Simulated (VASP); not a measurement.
GaSb:

```
CELL_PARAMETERS angstrom
0.00000 3.00714 3.00714
3.00714 0.00000 3.00714
3.00714 3.00714 0.00000
ATOMIC_POSITIONS crystal
Sb 0.75000 0.75000 0.75000
Ga 0.00000 0.00000 0.00000
```

- Program: VASP 6.6.1
- Task: relaxation of cell and atoms
- Functional: LAK
- Potentials or basis: VASP PAW PBE potentials, release 64 (Sb, Ga_d)
- Cutoff: 430 eV
- k mesh: 5 × 5 × 5
- Occupations: gaussian, width 0.03 eV
- Spin: no spin polarisation

At the start: pressure 7.7 GPa; volume 27.19 Å³/atom.

Question: How do energy, volume and symmetry change on relaxing?

Answer: Over 13 steps the energy falls by 72.5 meV/atom and the volume is 30.63 Å³/atom (+12.6 %); space group F-43m (No. 216, to 0.1 Å) before and after.

Step by step:
| step | energy change (eV) | largest force (eV/Å) | pressure (GPa) | volume (Å³) |
| --- | --- | --- | --- | --- |
| 1 | 0.0000 | 0.0000 | 7.65 | 54.39 |
| 2 | -0.1021 | 0.0000 | -2.42 | 65.26 |
| 3 | -0.1375 | 0.0000 | 0.14 | 60.99 |
| 4 | -0.1374 | 0.0000 | -0.06 | 61.20 |
| 5 | -0.1375 | 0.0000 | 0.05 | 61.10 |
| 6 | -0.1375 | 0.0000 | 0.04 | 61.11 |
| 7 | -0.1374 | 0.0000 | -0.05 | 61.14 |
| 8 | -0.1375 | 0.0000 | 0.07 | 61.12 |
| 9 | -0.1374 | 0.0000 | 0.01 | 61.13 |
| 10 | -0.1451 | 0.0000 | 0.10 | 61.13 |
| 11 | -0.1450 | 0.0000 | -0.06 | 61.30 |
| 12 | -0.1451 | 0.0000 | 0.04 | 61.23 |
| 13 | -0.1450 | 0.0000 | 0.00 | 61.26 |

Final structure:
```
CELL_PARAMETERS angstrom
0.00000 3.12878 3.12878
3.12878 0.00000 3.12878
3.12878 3.12878 0.00000
ATOMIC_POSITIONS crystal
Sb 0.75000 0.75000 0.75000
Ga 0.00000 0.00000 0.00000
```

Caveat: the PAW data sets were made with another functional, which shifts forces and pressure a little.
